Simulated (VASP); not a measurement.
# C: single point with r2SCAN

Crystal: C.

```
CELL_PARAMETERS angstrom
0.00000 1.87785 1.87785
1.87785 0.00000 1.87785
1.87785 1.87785 0.00000
ATOMIC_POSITIONS crystal
C 0.00000 0.00000 0.00000
C 0.25000 0.25000 0.25000
```

This cell differs from its parent crystal: strain +5.5%.

```json
{
 "Program": "VASP 6.6.1",
 "Task": "single point",
 "Functional": "r2SCAN",
 "Potentials or basis": "VASP PAW PBE potentials, release 64 (C)",
 "Cutoff": "520 eV",
 "k mesh": "12 × 12 × 12",
 "Occupations": "gaussian, width 0.01 eV",
 "Spin": "no spin polarisation",
 "Dipole correction": "no",
 "Further INCAR settings": "ALGO = Normal; EDIFF = 1e-06; NBANDS = 11"
}
```

```
Pressure               : -52.9 GPa
Band gap on the k mesh : 3.99 eV (least direct gap 5.41 eV)
```

Levels at points of the mesh, in eV from the valence-band top:
```
           k point  band 1  band 2  band 3  band 4  band 5  band 6  band 7  band 8
(0.00, 0.00, 0.00)  -20.67    0.00    0.00    0.00    5.41    5.41    5.41   10.30
(0.50, 0.00, 0.00)  -15.57  -12.41   -2.58   -2.58    7.06    8.21    8.21   15.12
(0.50, 0.50, 0.00)  -12.54  -12.54   -5.74   -5.74    4.64    4.64   15.55   15.55
```

It took 49 s on 1 thread of Intel Xeon 8259CL (shared host), peak memory 0.12 GiB.

Caveat: the cell differs from its parent crystal (strain +5.5%); the cell stands under tension; the PAW data sets were made with another functional, which shifts forces and pressure a little. A k mesh can miss the band edges.
